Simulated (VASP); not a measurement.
# V2O5 (C2/m) in VASP: further runs

V2O5 is run at these levels: PBEsol; tasks: single point.

Everything below comes from runs of VASP 6.6.1. Logs are shortened: lines on timing, memory, paths and dates and some standing lists are left out, and cuts for length are marked.

### 1 The cell of the first run

Symmetry: C2/m, No. 12, monoclinic system. Conventional cell: a = 11.033 Å, b = 2.854 Å, c = 5.568 Å, α = 90.00°, β = 93.17°, γ = 90.00°. Within 2.4 Å of V (site symmetry m) lie 6 O at 1.78 to 2.04 Å. O (site symmetry 2/m) has 2 V at 1.78 Å within 2.4 Å. O (site symmetry m) has 2 V at 1.78 Å within 2.4 Å. Within 2.9 Å of O (site symmetry m) lie 3 V at 1.83 to 2.04 Å and 9 O at 2.43 to 2.85 Å.

### 2 Single point, PBEsol (12.50 Å³/atom)

The input, INCAR:

```
SYSTEM = V2O5
ALGO     = Normal         ! electronic algorithm
EDIFF    = 1E-6           ! SCF threshold, eV
ENCUT    = 520            ! plane-wave cutoff, eV
GGA      = PS             ! functional
ISIF     = 2              ! what is computed and relaxed
ISMEAR   = 0              ! smearing method
KPAR     = 2            
LASPH    = .TRUE.         ! aspherical terms in the spheres
LCHARG   = .FALSE.        ! write CHGCAR
LREAL    = .FALSE.        ! projectors in reciprocal space
LWAVE    = .FALSE.        ! write WAVECAR
NBANDS   = 37             ! bands
NELM     = 60             ! most SCF steps
PREC     = Accurate       ! precision mode
SIGMA    = 0.02           ! smearing width, eV
```

The input, KPOINTS:

```
k-points
0
G
  10 10 6
  0 0 0
```

The input, POSCAR:

```
V2O5
1.0
    5.5139558355     -1.4267572503      0.1700051571
    5.5139558355      1.4267572503      0.1700051571
   -0.4792448308      0.0000000000      5.5469171398
V O
2 5
Direct
    0.1444262798      0.1444262798      0.3723958047
    0.8555737202      0.8555737202      0.6276041953
    0.0000000000      0.0000000000      0.5000000000
    0.6210657739      0.6210657739      0.1843589821
    0.3789342261      0.3789342261      0.8156410179
    0.3106138175      0.3106138175      0.3768284351
    0.6893861825      0.6893861825      0.6231715649
```

Potentials or basis: VASP PAW PBE potentials, release 64 (V_sv, O).

On the command line:

```console
cat potpaw_PBE.64/V_sv/POTCAR potpaw_PBE.64/O/POTCAR > POTCAR
mpirun -np 2 vasp_std > vasp.out
```

OUTCAR:

```text
SYSTEM = V2O5
   EDIFF = 1E-6
   ENCUT = 520
   GGA = PS
   ISIF = 2
   ISMEAR = 0
   LASPH = .TRUE.
   LREAL = .FALSE.
   NELM = 60
   PREC = Accurate

 ion  position               nearest neighbor table
   1  0.144  0.144  0.372-   4 1.78   4 1.78   3 1.78   6 1.83   7 2.04   7 2.04
   2  0.856  0.856  0.628-   5 1.78   5 1.78   3 1.78   7 1.83   6 2.04   6 2.04
   3  0.000  0.000  0.500-   1 1.78   2 1.78
   4  0.621  0.621  0.184-   1 1.78   1 1.78
   5  0.379  0.379  0.816-   2 1.78   2 1.78
   6  0.311  0.311  0.377-   1 1.83   2 2.04   2 2.04
   7  0.689  0.689  0.623-   2 1.83   1 2.04   1 2.04

  LATTYP: Found a base centered monoclinic cell.
 ALAT       =    11.0331519901
 B/A-ratio  =     0.2586309427
 C/A-ratio  =     0.5046229445
 COS(beta)  =    -0.0553340827

  Lattice vectors:

 A1 = (   5.5139558355,  -1.4267572503,   0.1700051571)
 A2 = (   5.5139558355,   1.4267572503,   0.1700051571)
 A3 = (  -0.4792448308,   0.0000000000,   5.5469171398)

Analysis of symmetry for initial positions (statically):
=====================================================================
 Subroutine PRICEL returns:
 Original cell was already a primitive cell.

 Routine SETGRP: Setting up the symmetry group for a
 base centered monoclinic supercell.

 Subroutine GETGRP returns: Found  4 space group operations
 (whereof  4 operations were pure point group operations)
 out of a pool of  4 trial point group operations.

The static configuration has the point symmetry C_2h.

Analysis of symmetry for dynamics (positions and initial velocities):
=====================================================================
 Subroutine PRICEL returns:
 Original cell was already a primitive cell.

 Routine SETGRP: Setting up the symmetry group for a
 base centered monoclinic supercell.

 Subroutine GETGRP returns: Found  4 space group operations
 (whereof  4 operations were pure point group operations)
 out of a pool of  4 trial point group operations.

The dynamic configuration has the point symmetry C_2h.

 Subroutine INISYM returns: Found  4 space group operations
 (whereof  4 operations are pure point group operations),
 and found     1 'primitive' translations

----------------------------------------------------------------------------------------

                                     Primitive cell

  volume of cell :      87.5085

  direct lattice vectors                    reciprocal lattice vectors
     5.513955836 -1.426757250  0.170005157     0.090438089 -0.350445039  0.007813707
     5.513955836  1.426757250  0.170005157     0.090438089  0.350445039  0.007813707
    -0.479244831  0.000000000  5.546917140    -0.005543599  0.000000000  0.179801362

  length of vectors
     5.698091519  5.698091519  5.567581644     0.362010811  0.362010811  0.179886802

  position of ions in fractional coordinates (direct lattice)
     0.144426280  0.144426280  0.372395805
     0.855573720  0.855573720  0.627604195
     0.000000000  0.000000000  0.500000000
     0.621065774  0.621065774  0.184358982
     0.378934226  0.378934226  0.815641018
     0.310613817  0.310613817  0.376828435
     0.689386183  0.689386183  0.623171565

  ion indices of the primitive-cell ions
   primitive index   ion index
                 1           1
                 2           2
                 3           3
                 4           4
                 5           5
                 6           6
                 7           7

----------------------------------------------------------------------------------------

 KPOINTS: k-points

Automatic generation of k-mesh.
 Grid dimensions read from file:
 generate k-points for:   10   10    6

 Generating k-lattice:

  Cartesian coordinates                     Fractional coordinates (reciprocal lattice)
     0.009043809 -0.035044504  0.000781371     0.100000000 -0.000000000  0.000000000
     0.009043809  0.035044504  0.000781371    -0.000000000  0.100000000  0.000000000
    -0.000923933  0.000000000  0.029966894     0.000000000  0.000000000  0.166666667

  Length of vectors
     0.036201081  0.036201081  0.029981134

  Shift w.r.t. Gamma in fractional coordinates (k-lattice)
     0.000000000  0.000000000  0.000000000

 Subroutine IBZKPT returns following result:
 ===========================================

 Found    172 irreducible k-points:

 Following reciprocal coordinates:
            Coordinates               Weight
  0.000000  0.000000  0.000000      1.000000
  0.100000 -0.000000  0.000000      4.000000
  0.200000 -0.000000  0.000000      4.000000
  0.300000  0.000000 -0.000000      4.000000
  0.400000 -0.000000  0.000000      4.000000
  0.500000 -0.000000  0.000000      2.000000
[... 16 lines left out ...]
  0.300000  0.300000  0.000000      2.000000
  0.400000  0.300000 -0.000000      4.000000
 [... further k-points ...]
   k-points           NKPTS =    172   k-points in BZ     NKDIM =    172   number of bands    NBANDS=     37
   number of dos      NEDOS =    301   number of ions     NIONS =      7
   total plane-waves  NPLWV =  74088
   dimension x,y,z NGX =    42 NGY =   42 NGZ =   42
   dimension x,y,z NGXF=    84 NGYF=   84 NGZF=   84
   ions per type =               2   5
   NGX,Y,Z   is equivalent  to a cutoff of  12.25, 12.25, 12.54 a.u.
   NGXF,Y,Z  is equivalent  to a cutoff of  24.51, 24.51, 25.08 a.u.
 SYSTEM =  V2O5
   PREC   = accura    normal or accurate (medium, high low for compatibility)
   ISTART =      0    job   : 0-new  1-cont  2-samecut
   ICHARG =      2    charge: 1-file 2-atom 10-const
   ISPIN  =      1    spin polarized calculation?
   LNONCOLLINEAR =      F non collinear calculations
   LSORBIT =      F    spin-orbit coupling
   LASPH  =      T    aspherical Exc in radial PAW
   ENCUT  =  520.0 eV  38.22 Ry    6.18 a.u.  10.59 10.59 10.35*2*pi/ulx,y,z
   NELM   =     60;   NELMIN=  2; NELMDL= -5     # of ELM steps
   EDIFF  = 0.1E-05   stopping-criterion for ELM
   LREAL  =      F    real-space projection
   EDIFFG = 0.1E-04   stopping-criterion for IOM
   NSW    =      0    number of steps for IOM
   IBRION =     -1    ionic relax: 0-MD 1-quasi-New 2-CG
   NFREE  =      0    steps in history (QN), initial steepest desc. (CG)
   ISIF   =      2    stress and relaxation
   ISYM   =      2    0-nonsym 1-usesym 2-fastsym
   POTIM  = 0.5000    time-step for ionic-motion
   TEBEG  =    0.0;   TEEND  =   0.0 temperature during run
   PSTRESS=    0.0 pullay stress
   NELECT =      56.0000    total number of electrons
   NUPDOWN=      -1.0000    fix difference up-down
   EMIN   =  10.00;   EMAX   =-10.00  energy-range for DOS
   EFERMI =   0.00;   METHOD = LEGACY
   ISMEAR =     0;   SIGMA  =   0.02  broadening in eV -4-tet -1-fermi 0-gaus
   EFERMI_NEDOS =   21; number of points for ismear=-14 and -15
   IALGO  =     38    algorithm
   IMIX   =      4    mixing-type and parameters
     AMIX     =   0.40;   BMIX     =  1.00
     AMIX_MAG =   1.60;   BMIX_MAG =  1.00
  volume/ion in A,a.u.               =      12.50        84.36
  Fermi-wavevector in a.u.,A,eV,Ry     =   1.410763  2.665955 27.079024  1.990252
  Thomas-Fermi vector in A             =   2.532683
   LORBIT       =      0    0 simple, 1 ext, 2 COOP (PROOUT), +10 PAW based schemes
   GGA     = PS    functional components
   LHFCALC =     F    Hartree Fock is set to
   AEXX    =    0.0000 exact exchange contribution
   IVDW    =     0    specifies the selected vdW correction
   LEPSILON=     F    determine dielectric tensor
   LRPA    =     F    only Hartree local field effects (RPA)
 non-spin polarized calculation
 Gauss-broadening in eV      SIGMA  =   0.02
  energy-cutoff  :      520.00
  volume of cell :       87.51
 maximum number of plane-waves:      2385
   NGX = 21   NGY = 21   NGZ = 21

 number of electron      56.0000000 magnetization

 Free energy of the ion-electron system (eV)
  ---------------------------------------------------
  ext. energy  EPLUGINS =         0.00000000
  ---------------------------------------------------
  free energy    TOTEN  =       -60.48354031 eV

  energy without entropy =      -60.48354031  energy(sigma->0) =      -60.48354031

 E-fermi :   1.4295     XC(G=0):  -9.9539

 val. band max:        1.2420030998   @ k =   0.0000   0.0000   0.5000
 cond. band min:       2.6727652814   @ k =  -0.3000   0.3000   0.5000
 fundamental gap:      1.4307621817
 Fermi energy:         1.4294725488

 k-point     1 :       0.0000    0.0000    0.0000
  band No.  band energies     occupation
      1     -63.3002      2.00000
      2     -63.2818      2.00000
      3     -37.3213      2.00000
      4     -37.2483      2.00000
      5     -37.2404      2.00000
      6     -37.1856      2.00000
[... 29 lines left out ...]
     36       6.9128      0.00000
     37       7.1388      0.00000

 k-point     2 :       0.1000   -0.0000    0.0000
  band No.  band energies     occupation
      1     -63.2964      2.00000
      2     -63.2788      2.00000
      3     -37.3126      2.00000
      4     -37.2512      2.00000
      5     -37.2399      2.00000
      6     -37.2206      2.00000
[... 29 lines left out ...]
     36       6.8053      0.00000
     37       6.9359      0.00000

 k-point     3 :       0.2000   -0.0000    0.0000
  band No.  band energies     occupation
      1     -63.2863      2.00000
      2     -63.2713      2.00000
      3     -37.3314      2.00000
      4     -37.3138      2.00000
      5     -37.2781      2.00000
      6     -37.2290      2.00000
[... 29 lines left out ...]
     36       6.5244      0.00000
     37       6.6698      0.00000
[... 761 lines left out ...]
 k-point    23 :       0.3000    0.3000    0.0000
  band No.  band energies     occupation
      1     -63.2995      2.00000
      2     -63.2825      2.00000
      3     -37.3174      2.00000
      4     -37.2655      2.00000
      5     -37.2190      2.00000
      6     -37.1867      2.00000
[... 29 lines left out ...]
     36       6.8530      0.00000
     37       7.1293      0.00000

 k-point    24 :       0.4000    0.3000   -0.0000
  band No.  band energies     occupation
      1     -63.2955      2.00000
      2     -63.2797      2.00000
      3     -37.3072      2.00000
      4     -37.2646      2.00000
      5     -37.2312      2.00000
      6     -37.2191      2.00000
[... 29 lines left out ...]
     36       6.6770      0.00000
     37       6.8994      0.00000

 [... further k-points ...]

------------------------ aborting loop because EDIFF is reached ----------------------------------------

  FORCE on cell =-STRESS in cart. coord.  units (eV):
  Direction    XX          YY          ZZ          XY          YZ          ZX
  --------------------------------------------------------------------------------------
  -------------------------------------------------------------------------------------
  Total        0.7263000      0.7805105      0.4735425      0.0000000      0.0000000      0.0128689
  in kB       13.2976919     14.2902214      8.6700003      0.0000000      0.0000000      0.2356147
  external PRESSURE =      12.0859712 kB  Pullay stress =       0.0000000 kB

 VOLUME and BASIS-vectors are now :
 -----------------------------------------------------------------------------
  energy-cutoff  :      520.00
  volume of cell :       87.51
      direct lattice vectors                 reciprocal lattice vectors
     5.513955836 -1.426757250  0.170005157     0.090438089 -0.350445039  0.007813707
     5.513955836  1.426757250  0.170005157     0.090438089  0.350445039  0.007813707
    -0.479244831  0.000000000  5.546917140    -0.005543599  0.000000000  0.179801362

 POSITION                                       TOTAL-FORCE (eV/Angst)
 -----------------------------------------------------------------------------------
      1.41425      0.00000      2.11476        -0.014568      0.000000      0.040859
      9.13442      0.00000      3.77217         0.014568      0.000000     -0.040859
     -0.23962      0.00000      2.77346         0.000000      0.000000     -0.000000
      6.76071      0.00000      1.23379        -0.019822      0.000000     -0.114385
      3.78796      0.00000      4.65313         0.019822      0.000000      0.114385
      3.24483      0.00000      2.19585         0.071017      0.000000     -0.032716
      7.30384      0.00000      3.69108        -0.071017      0.000000      0.032716
 -----------------------------------------------------------------------------------
    total drift:                                0.000000      0.000000     -0.000000

  FREE ENERGIE OF THE ION-ELECTRON SYSTEM (eV)
  ---------------------------------------------------
  free  energy   TOTEN  =       -60.4835403106 eV

  energy  without entropy=      -60.4835403106  energy(sigma->0) =      -60.48354031
```

Wall time 3.4 min (2 MPI ranks of Intel Xeon 6975P-C (Granite Rapids), shared host); peak memory 0.55 GiB.

What came out:

```yaml
Free_energy: -60.4835 eV
Pressure: 1.2 GPa
Largest_force: 0.116 eV/Å
Band_gap_on_the_k_mesh: 1.43 eV (least direct gap 1.55 eV)
```

Forces on the atoms (eV/Å):
```
V   -0.015  0.000  0.041
V    0.015  0.000 -0.041
O    0.000  0.000  0.000
O   -0.020  0.000 -0.114
O    0.020  0.000  0.114
O    0.071  0.000 -0.033
O   -0.071  0.000  0.033
```

Levels at points of the mesh, in eV from the valence-band top:
| k point | band 26 | band 27 | band 28 | band 29 | band 30 | band 31 |
| --- | --- | --- | --- | --- | --- | --- |
| (0.00, 0.00, 0.00) | -0.88 | -0.15 | -0.01 | 1.55 | 2.09 | 2.19 |
| (0.50, 0.00, 0.00) | -1.34 | -1.04 | -0.25 | 1.49 | 1.75 | 1.80 |
| (0.50, 0.50, 0.00) | -0.75 | -0.31 | -0.22 | 1.69 | 1.87 | 2.32 |
| (0.00, 0.00, 0.50) | -1.00 | -0.27 | 0.00 | 1.55 | 2.07 | 2.22 |
| (0.50, 0.00, 0.50) | -1.35 | -0.90 | -0.28 | 1.49 | 1.77 | 1.79 |
| (0.50, 0.50, 0.50) | -0.74 | -0.40 | -0.22 | 1.69 | 1.92 | 2.22 |

Caveat: the PAW data sets were made with another functional, which shifts forces and pressure a little. A k mesh can miss the band edges.

[end of part 1 of 3]
